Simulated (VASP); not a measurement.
# C (Fd-3m) in VASP: notebook, part 2 of 2

VASP 6.6.1.

**3. Single point, PBE (volume scaled by 1.06)**

INCAR

```
SYSTEM = C
ALGO = Normal
EDIFF = 1E-6
ENCUT = 600
GGA = PE
GGA_COMPAT = .False.
ISIF = 2
ISMEAR = 0
LASPH = .True.
LCHARG = .True.
LELF = .True.
LREAL = .False.
LVHAR = .True.
LWAVE = .False.
NBANDS = 11
NELM = 120
PREC = Accurate
SIGMA = 0.02
```

KPOINTS

```
k-points
0
Gamma
  12 12 12
  0 0 0
```

POSCAR

```
C
1.0
    0.0000000000      1.8208196333      1.8208196333
    1.8208196333      0.0000000000      1.8208196333
    1.8208196333      1.8208196333      0.0000000000
C
2
Direct
    0.0000000000      0.0000000000      0.0000000000
    0.2500000000      0.2500000000      0.2500000000
```

Potentials or basis: VASP PAW PBE potentials, release 64 (C).

Started as:

```console
> cat potpaw_PBE.64/C/POTCAR > POTCAR
> mpirun -np 1 vasp_std > vasp.out
```

OUTCAR:

```text
SYSTEM = C
   EDIFF = 1E-6
   ENCUT = 600
   GGA = PE
   ISIF = 2
   ISMEAR = 0
   LASPH = .True.
   LREAL = .False.
   NELM = 120
   PREC = Accurate

 ion  position               nearest neighbor table
   1  0.000  0.000  0.000-   2 1.58   2 1.58   2 1.58   2 1.58
   2  0.250  0.250  0.250-   1 1.58   1 1.58   1 1.58   1 1.58

  LATTYP: Found a face centered cubic cell.
 ALAT       =     3.6416392666

  Lattice vectors:

 A1 = (   0.0000000000,   1.8208196333,   1.8208196333)
 A2 = (   1.8208196333,   0.0000000000,   1.8208196333)
 A3 = (   1.8208196333,   1.8208196333,   0.0000000000)

Analysis of symmetry for initial positions (statically):
=====================================================================
 Subroutine PRICEL returns:
 Original cell was already a primitive cell.

 Routine SETGRP: Setting up the symmetry group for a
 face centered cubic supercell.

 Subroutine GETGRP returns: Found 48 space group operations
 (whereof 24 operations were pure point group operations)
 out of a pool of 48 trial point group operations.

The static configuration has the point symmetry T_d .
 The point group associated with its full space group is O_h .

[... 166 lines left out ...]
 fundamental gap:      4.0141648798
 Fermi energy:         8.9979954524

 k-point     1 :       0.0000    0.0000    0.0000
  band No.  band energies     occupation
      1     -11.8096      2.00000
      2       8.8469      2.00000
      3       8.8469      2.00000
      4       8.8469      2.00000
      5      14.2663      0.00000
      6      14.2663      0.00000
      7      14.2663      0.00000
      8      20.7787      0.00000
      9      27.3657      0.00000
     10      34.7110      0.00000
     11      34.7110      0.00000
[... 309 lines left out ...]
 k-point    24 :      -0.4167    0.1667    0.0000
  band No.  band energies     occupation
      1      -5.9708      2.00000
      2      -3.0826      2.00000
      3       3.6290      2.00000
      4       5.4695      2.00000
      5      16.1038      0.00000
      6      18.6774      0.00000
      7      19.2716      0.00000
      8      23.5422      0.00000
      9      27.6035      0.00000
     10      32.2761      0.00000
     11      32.3549      0.00000

 [... further k-points ...]
[... 5 lines left out ...]
  --------------------------------------------------------------------------------------
  -------------------------------------------------------------------------------------
  Total       -1.7146463     -1.7146463     -1.7146463     -0.0000000     -0.0000000     -0.0000000
  in kB     -227.5382235   -227.5382235   -227.5382235     -0.0000000     -0.0000000     -0.0000000
  external PRESSURE =    -227.5382235 kB  Pullay stress =       0.0000000 kB

 VOLUME and BASIS-vectors are now :
 -----------------------------------------------------------------------------
  energy-cutoff  :      600.00
  volume of cell :       12.07
      direct lattice vectors                 reciprocal lattice vectors
     0.000000000  1.820819633  1.820819633    -0.274601608  0.274601608  0.274601608
     1.820819633  0.000000000  1.820819633     0.274601608 -0.274601608  0.274601608
     1.820819633  1.820819633  0.000000000     0.274601608  0.274601608 -0.274601608

 POSITION                                       TOTAL-FORCE (eV/Angst)
 -----------------------------------------------------------------------------------
      0.00000      0.00000      0.00000         0.000000      0.000000      0.000000
      0.91041      0.91041      0.91041        -0.000000     -0.000000     -0.000000
 -----------------------------------------------------------------------------------
    total drift:                               -0.000000      0.000000      0.000000

  FREE ENERGIE OF THE ION-ELECTRON SYSTEM (eV)
  ---------------------------------------------------
  free  energy   TOTEN  =       -18.1422476409 eV

  energy  without entropy=      -18.1422476409  energy(sigma->0) =      -18.14224764
```

OSZICAR:

```text
N       E                     dE             d eps       ncg     rms          rms(c)
DAV:   1     0.279465086301E+01    0.27947E+01   -0.52000E+03  1587   0.800E+02
DAV:   2    -0.182221844913E+02   -0.21017E+02   -0.20286E+02  2093   0.130E+02
DAV:   3    -0.186647595194E+02   -0.44258E+00   -0.44142E+00  1845   0.150E+01
DAV:   4    -0.186656509260E+02   -0.89141E-03   -0.89138E-03  1701   0.791E-01
DAV:   5    -0.186656521257E+02   -0.11998E-05   -0.11998E-05  1829   0.286E-02    0.509E+00
DAV:   6    -0.182729020791E+02    0.39275E+00   -0.20503E-01  1644   0.315E+00    0.304E+00
DAV:   7    -0.181405259454E+02    0.13238E+00   -0.25694E-01  1683   0.357E+00    0.654E-01
DAV:   8    -0.181421812424E+02   -0.16553E-02   -0.76133E-03  1638   0.641E-01    0.415E-02
DAV:   9    -0.181422269280E+02   -0.45686E-04   -0.62400E-05  1899   0.637E-02    0.231E-02
DAV:  10    -0.181422476196E+02   -0.20692E-04   -0.16491E-05  1692   0.349E-02    0.501E-03
DAV:  11    -0.181422476409E+02   -0.21370E-07   -0.25233E-07  1372   0.452E-03
   1 F= -.18142248E+02 E0= -.18142248E+02  d E =-.330543E-29
```

stdout:

```text
POSCAR found type information on POSCAR C
 POSCAR found :  1 types and       2 ions
 scaLAPACK will be used
 LDA part: xc-table for (Slater+PW92), standard interpolation
 POSCAR, INCAR and KPOINTS ok, starting setup
 FFT: planning ... GRIDC
 FFT: planning ... GRID_SOFT
 FFT: planning ... GRID
 WAVECAR not read
 entering main loop
```

It took 6.7 s on 1 thread of Intel Xeon 6975P-C, shared host; peak memory 0.13 GiB.

Results:

```
Free energy            : -18.1422 eV
Pressure               : -22.8 GPa
Band gap on the k mesh : 4.01 eV, indirect (least direct gap 5.42 eV)
```

Levels at points of the mesh, in eV from the valence-band top:
| k point | band 2 | band 3 | band 4 | band 5 | band 6 | band 7 |
| --- | --- | --- | --- | --- | --- | --- |
| (0.00, 0.00, 0.00) | 0.00 | 0.00 | 0.00 | 5.42 | 5.42 | 5.42 |
| (0.50, 0.00, 0.00) | -12.70 | -2.64 | -2.64 | 8.02 | 8.20 | 8.20 |
| (0.50, 0.50, 0.00) | -12.34 | -5.93 | -5.93 | 4.63 | 4.63 | 15.88 |

**4. Single point, PBE (volume scaled by 1.09)**

INCAR

```
SYSTEM = C
PREC = Accurate
ENCUT = 600
EDIFF = 1E-6
ISMEAR = 0
SIGMA = 0.02
LREAL = .False.
LASPH = .True.
NELM = 120
ALGO = Normal
ISIF = 2
LWAVE = .False.
LCHARG = .True.
GGA = PE
LELF = .True.
LVHAR = .True.
NBANDS = 11
GGA_COMPAT = .False.
```

KPOINTS

```
regular mesh
0
Gamma
  12 12 12
  0 0 0
```

POSCAR

```
C
1.0
    0.0000000000      1.8378376256      1.8378376256
    1.8378376256      0.0000000000      1.8378376256
    1.8378376256      1.8378376256      0.0000000000
C
2
Direct
    0.0000000000      0.0000000000      0.0000000000
    0.2500000000      0.2500000000      0.2500000000
```

Started as:

```console
> cat potpaw_PBE.64/C/POTCAR > POTCAR
> mpirun -np 1 vasp_std > vasp.out
```

It took 7.7 s on 1 thread of Intel Xeon 6975P-C, shared host; peak memory 0.13 GiB.

The run converged. Its results:

* Free energy: -18.0849 eV
* Pressure: -31.9 GPa
* Band gap on the k mesh: 3.95 eV, indirect (least direct gap 5.34 eV)

Levels at points of the mesh, in eV from the valence-band top:
```csv
k point,band 1,band 2,band 3,band 4,band 5,band 6,band 7,band 8
"(0.00, 0.00, 0.00)",-20.30,0.00,0.00,0.00,5.34,5.34,5.34,11.33
"(0.50, 0.00, 0.00)",-15.03,-12.41,-2.57,-2.57,7.66,8.08,8.08,14.84
"(0.50, 0.50, 0.00)",-12.15,-12.15,-5.77,-5.77,4.57,4.57,15.47,15.47
```

 A k mesh can miss the band edges.

**5. Summary**

```tsv
cell	gap on the mesh (eV)	pressure (GPa)
a = 2.551 Å, angles 60.0°, 2 atoms	4.08	-12.2
a = 2.575 Å, angles 60.0°, 2 atoms	4.01	-22.8
a = 2.599 Å, angles 60.0°, 2 atoms	3.95	-31.9
```

Alike in all rows: task single point; level PBE; potentials or basis VASP PAW PBE potentials, release 64 (C); no spin polarisation; k mesh 12 × 12 × 12; cutoff (eV) 600; smearing gaussian 0.02 eV.

Absolute energies hang on the potentials; compare differences alone.
